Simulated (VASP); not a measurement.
# GaSb (F-43m) in VASP: notebook

The runs below take GaSb through single point, relaxation of cell and atoms, with r2SCAN, PBE, LDA.

All numbers are computed with VASP 6.6.1; they aren't measurements. Logs are shortened: lines on timing, memory, paths and dates and some standing lists are left out, and cuts for length are marked.

## Step 1: The cell of the first run

It takes space group F-43m (No. 216, cubic). Conventional cell: a = 6.132 Å, b = 6.132 Å, c = 6.132 Å, α = 90.00°, β = 90.00°, γ = 90.00°. Within 3.5 Å of Ga (site symmetry -43m) lie 4 Sb at 2.66 Å. Within 3.5 Å of Sb (site symmetry -43m) lie 4 Ga at 2.66 Å.

## Step 2: Single point, r2SCAN

Contents of POSCAR:

```
GaSb
1.0
    0.0000000000      3.0658788003      3.0658788003
    3.0658788003      0.0000000000      3.0658788003
    3.0658788003      3.0658788003      0.0000000000
Ga Sb
1 1
Direct
    0.0000000000      0.0000000000      0.0000000000
    0.2500000000      0.2500000000      0.2500000000
```

Contents of INCAR.step1:

```
SYSTEM = GaSb
PREC = Accurate
ENCUT = 520
ISMEAR = -1
SIGMA = 0.02
LREAL = .FALSE.
LASPH = .TRUE.
NELM = 100
NBANDS = 16
GGA = PE
ALGO = Normal
EDIFF = 1E-4
LWAVE = .TRUE.
LCHARG = .FALSE.
```

Contents of INCAR.step2:

```
SYSTEM = GaSb
PREC = Accurate
ENCUT = 520
EDIFF = 1E-6
ISMEAR = -1
SIGMA = 0.02
LREAL = .FALSE.
LASPH = .TRUE.
NELM = 100
ALGO = Normal
ISIF = 2
LWAVE = .FALSE.
LCHARG = .FALSE.
METAGGA = R2SCAN
LMIXTAU = .TRUE.
NBANDS = 16
ISTART = 1
```

Contents of KPOINTS:

```
regular mesh
0
G
  6 6 6
  0 0 0
```

Potentials or basis: VASP PAW PBE potentials, release 64 (Ga_d, Sb).

Run with:

```console
$ cat potpaw_PBE.64/Ga_d/POTCAR potpaw_PBE.64/Sb/POTCAR > POTCAR
$ cp INCAR.step1 INCAR
$ mpirun -np 1 vasp_std > vasp.out
$ cp INCAR.step2 INCAR
$ mpirun -np 1 vasp_std > vasp.out
```

OUTCAR:

```text
SYSTEM = GaSb
   PREC = Accurate
   ENCUT = 520
   EDIFF = 1E-6
   ISMEAR = -1
   LREAL = .FALSE.
   LASPH = .TRUE.
   NELM = 100
   ISIF = 2
   METAGGA = R2SCAN
   ISTART = 1

 ion  position               nearest neighbor table
   1  0.000  0.000  0.000-   2 2.66   2 2.66   2 2.66   2 2.66
   2  0.250  0.250  0.250-   1 2.66   1 2.66   1 2.66   1 2.66

  LATTYP: Found a face centered cubic cell.
 ALAT       =     6.1317576006

  Lattice vectors:

 A1 = (   0.0000000000,   3.0658788003,   3.0658788003)
 A2 = (   3.0658788003,   0.0000000000,   3.0658788003)
 A3 = (   3.0658788003,   3.0658788003,   0.0000000000)

Analysis of symmetry for initial positions (statically):
=====================================================================
 Subroutine PRICEL returns:
 Original cell was already a primitive cell.

 Routine SETGRP: Setting up the symmetry group for a
 face centered cubic supercell.

 Subroutine GETGRP returns: Found 24 space group operations
 (whereof 24 operations were pure point group operations)
 out of a pool of 48 trial point group operations.

The static configuration has the point symmetry T_d .

Analysis of symmetry for dynamics (positions and initial velocities):
=====================================================================
 Subroutine PRICEL returns:
 Original cell was already a primitive cell.

 Routine SETGRP: Setting up the symmetry group for a
 face centered cubic supercell.

 Subroutine GETGRP returns: Found 24 space group operations
 (whereof 24 operations were pure point group operations)
 out of a pool of 48 trial point group operations.

The dynamic configuration has the point symmetry T_d .

 Subroutine INISYM returns: Found 24 space group operations
 (whereof 24 operations are pure point group operations),
 and found     1 'primitive' translations

----------------------------------------------------------------------------------------

                                     Primitive cell

  volume of cell :      57.6361

  direct lattice vectors                    reciprocal lattice vectors
     0.000000000  3.065878800  3.065878800    -0.163085377  0.163085377  0.163085377
     3.065878800  0.000000000  3.065878800     0.163085377 -0.163085377  0.163085377
     3.065878800  3.065878800  0.000000000     0.163085377  0.163085377 -0.163085377

  length of vectors
     4.335807380  4.335807380  4.335807380     0.282472159  0.282472159  0.282472159

  position of ions in fractional coordinates (direct lattice)
     0.000000000  0.000000000  0.000000000
     0.250000000  0.250000000  0.250000000

  ion indices of the primitive-cell ions
   primitive index   ion index
                 1           1
                 2           2

----------------------------------------------------------------------------------------

 KPOINTS: regular mesh

Automatic generation of k-mesh.
 Grid dimensions read from file:
 generate k-points for:    6    6    6

 Generating k-lattice:

  Cartesian coordinates                     Fractional coordinates (reciprocal lattice)
    -0.027180896  0.027180896  0.027180896     0.166666667  0.000000000  0.000000000
     0.027180896 -0.027180896  0.027180896     0.000000000  0.166666667  0.000000000
     0.027180896  0.027180896 -0.027180896     0.000000000  0.000000000  0.166666667

  Length of vectors
     0.047078693  0.047078693  0.047078693

  Shift w.r.t. Gamma in fractional coordinates (k-lattice)
     0.000000000  0.000000000  0.000000000

 Subroutine IBZKPT returns following result:
 ===========================================

 Found     16 irreducible k-points:

 Following reciprocal coordinates:
            Coordinates               Weight
  0.000000  0.000000  0.000000      1.000000
  0.166667  0.000000  0.000000      8.000000
  0.333333  0.000000  0.000000      8.000000
  0.500000  0.000000  0.000000      4.000000
  0.166667  0.166667  0.000000      6.000000
  0.333333  0.166667  0.000000     24.000000
[... 8 lines left out ...]
 -0.333333  0.333333  0.166667     24.000000
 -0.333333  0.500000  0.166667     12.000000
   k-points           NKPTS =     16   k-points in BZ     NKDIM =     16   number of bands    NBANDS=     16
   number of dos      NEDOS =    301   number of ions     NIONS =      2
   total plane-waves  NPLWV =  32768
   dimension x,y,z NGX =    32 NGY =   32 NGZ =   32
   dimension x,y,z NGXF=    64 NGYF=   64 NGZF=   64
   ions per type =               1   1
   NGX,Y,Z   is equivalent  to a cutoff of  12.27, 12.27, 12.27 a.u.
   NGXF,Y,Z  is equivalent  to a cutoff of  24.54, 24.54, 24.54 a.u.
 SYSTEM =  GaSb
   PREC   = accura    normal or accurate (medium, high low for compatibility)
   ISTART =      1    job   : 0-new  1-cont  2-samecut
   ICHARG =      0    charge: 1-file 2-atom 10-const
   ISPIN  =      1    spin polarized calculation?
   LNONCOLLINEAR =      F non collinear calculations
   LSORBIT =      F    spin-orbit coupling
   LASPH  =      T    aspherical Exc in radial PAW
   ENCUT  =  520.0 eV  38.22 Ry    6.18 a.u.   8.06  8.06  8.06*2*pi/ulx,y,z
   NELM   =    100;   NELMIN=  2; NELMDL=  0     # of ELM steps
   EDIFF  = 0.1E-05   stopping-criterion for ELM
   LREAL  =      F    real-space projection
   EDIFFG = 0.1E-04   stopping-criterion for IOM
   NSW    =      0    number of steps for IOM
   IBRION =     -1    ionic relax: 0-MD 1-quasi-New 2-CG
   NFREE  =      0    steps in history (QN), initial steepest desc. (CG)
   ISIF   =      2    stress and relaxation
   ISYM   =      2    0-nonsym 1-usesym 2-fastsym
   POTIM  = 0.5000    time-step for ionic-motion
   TEBEG  =    0.0;   TEEND  =   0.0 temperature during run
   PSTRESS=    0.0 pullay stress
   NELECT =      18.0000    total number of electrons
   NUPDOWN=      -1.0000    fix difference up-down
   EMIN   =  10.00;   EMAX   =-10.00  energy-range for DOS
   EFERMI =   0.00;   METHOD = LEGACY
   ISMEAR =    -1;   SIGMA  =   0.02  broadening in eV -4-tet -1-fermi 0-gaus
   EFERMI_NEDOS =   21; number of points for ismear=-14 and -15
   IALGO  =     38    algorithm
   IMIX   =      4    mixing-type and parameters
     AMIX     =   0.40;   BMIX     =  1.00
     AMIX_MAG =   1.60;   BMIX_MAG =  1.00
  volume/ion in A,a.u.               =      28.82       194.47
  Fermi-wavevector in a.u.,A,eV,Ry     =   1.110710  2.098938 16.785191  1.233677
  Thomas-Fermi vector in A             =   2.247265
   LORBIT       =      0    0 simple, 1 ext, 2 COOP (PROOUT), +10 PAW based schemes
   METAGGA = R2SCAN    functional components
   LHFCALC =     F    Hartree Fock is set to
   AEXX    =    0.0000 exact exchange contribution
   IVDW    =     0    specifies the selected vdW correction
   LEPSILON=     F    determine dielectric tensor
   LRPA    =     F    only Hartree local field effects (RPA)
 non-spin polarized calculation
  energy-cutoff  :      520.00
  volume of cell :       57.64
 maximum number of plane-waves:      1572
   NGX = 17   NGY = 17   NGZ = 17

 number of electron      17.9999989 magnetization

 Free energy of the ion-electron system (eV)
  ---------------------------------------------------
  ext. energy  EPLUGINS =         0.00000000
  ---------------------------------------------------
  free energy    TOTEN  =       -37.57901180 eV

  energy without entropy =      -37.57901146  energy(sigma->0) =      -37.57901163

 E-fermi :   4.8314     XC(G=0):  -9.6868

 val. band max:        4.6215005674   @ k =   0.0000   0.0000   0.0000
 cond. band min:       5.0192919411   @ k =   0.0000   0.0000   0.0000
 fundamental gap:      0.3977913737
 Fermi energy:         4.8313765624

 k-point     1 :       0.0000    0.0000    0.0000
  band No.  band energies     occupation
      1     -10.8720      2.00000
      2     -10.8720      2.00000
      3     -10.8720      2.00000
      4     -10.8162      2.00000
      5     -10.8162      2.00000
      6      -7.2609      2.00000
[... 8 lines left out ...]
     15      13.6258      0.00000
     16      13.6258      0.00000

 k-point     2 :       0.1667    0.0000    0.0000
  band No.  band energies     occupation
      1     -10.8795      2.00000
      2     -10.8688      2.00000
      3     -10.8688      2.00000
      4     -10.8165      2.00000
      5     -10.8165      2.00000
      6      -6.9655      2.00000
[... 8 lines left out ...]
     15      12.6590      0.00000
     16      12.6590      0.00000

 k-point     3 :       0.3333    0.0000    0.0000
  band No.  band energies     occupation
      1     -10.8940      2.00000
      2     -10.8630      2.00000
      3     -10.8629      2.00000
      4     -10.8164      2.00000
      5     -10.8164      2.00000
      6      -6.1778      2.00000
[... 8 lines left out ...]
     15      13.1898      0.00000
     16      13.1899      0.00000

 k-point     4 :       0.5000    0.0000    0.0000
  band No.  band energies     occupation
      1     -10.9010      2.00000
      2     -10.8605      2.00000
      3     -10.8604      2.00000
      4     -10.8159      2.00000
      5     -10.8159      2.00000
      6      -5.5567      2.00000
[... 8 lines left out ...]
     15      15.0955      0.00000
     16      15.0956      0.00000
[... 172 lines left out ...]
 k-point    14 :       0.5000    0.3333    0.1667
  band No.  band energies     occupation
      1     -10.9061      2.00000
      2     -10.8564      2.00000
      3     -10.8535      2.00000
      4     -10.8218      2.00000
      5     -10.8146      2.00000
      6      -5.5011      2.00000
[... 8 lines left out ...]
     15      14.1712      0.00000
     16      16.2320      0.00000

 k-point    15 :      -0.3333    0.3333    0.1667
  band No.  band energies     occupation
      1     -10.9095      2.00000
      2     -10.8555      2.00000
      3     -10.8507      2.00000
      4     -10.8210      2.00000
      5     -10.8158      2.00000
      6      -4.9426      2.00000
[... 8 lines left out ...]
     15      15.6624      0.00000
     16      15.8757      0.00000

 k-point    16 :      -0.3333    0.5000    0.1667
  band No.  band energies     occupation
      1     -10.9143      2.00000
      2     -10.8518      2.00000
      3     -10.8471      2.00000
      4     -10.8244      2.00000
      5     -10.8142      2.00000
      6      -4.6425      2.00000
[... 8 lines left out ...]
     15      15.1631      0.00000
     16      16.5820      0.00000

------------------------ aborting loop because EDIFF is reached ----------------------------------------

  FORCE on cell =-STRESS in cart. coord.  units (eV):
  Direction    XX          YY          ZZ          XY          YZ          ZX
  --------------------------------------------------------------------------------------
  -------------------------------------------------------------------------------------
  Total        0.0297139      0.0297139      0.0297139      0.0000000      0.0000000      0.0000000
  in kB        0.8259914      0.8259914      0.8259914      0.0000000      0.0000000      0.0000000
  external PRESSURE =       0.8259914 kB  Pullay stress =       0.0000000 kB

 VOLUME and BASIS-vectors are now :
 -----------------------------------------------------------------------------
  energy-cutoff  :      520.00
  volume of cell :       57.64
      direct lattice vectors                 reciprocal lattice vectors
     0.000000000  3.065878800  3.065878800    -0.163085377  0.163085377  0.163085377
     3.065878800  0.000000000  3.065878800     0.163085377 -0.163085377  0.163085377
     3.065878800  3.065878800  0.000000000     0.163085377  0.163085377 -0.163085377

 POSITION                                       TOTAL-FORCE (eV/Angst)
 -----------------------------------------------------------------------------------
      0.00000      0.00000      0.00000         0.000000      0.000000      0.000000
      1.53294      1.53294      1.53294        -0.000000     -0.000000     -0.000000
 -----------------------------------------------------------------------------------
    total drift:                               -0.000002     -0.000002     -0.000002

  FREE ENERGIE OF THE ION-ELECTRON SYSTEM (eV)
  ---------------------------------------------------
  free  energy   TOTEN  =       -37.5790117974 eV

  energy  without entropy=      -37.5790114607  energy(sigma->0) =      -37.57901163
```

Run time: 31 s. Hardware: 1 thread of Intel Xeon Platinum 8488C (Sapphire Rapids), shared host; peak memory 0.18 GiB.

Results:

* Free energy: -37.5790 eV
* Pressure: 0.1 GPa
* Band gap on the k mesh: 0.40 eV, direct

Caveat: the PAW data sets were made with another functional, which shifts forces and pressure a little; spin-orbit coupling is left out, which moves the levels of the heavy elements.

(Continued in part 2 of 2.)
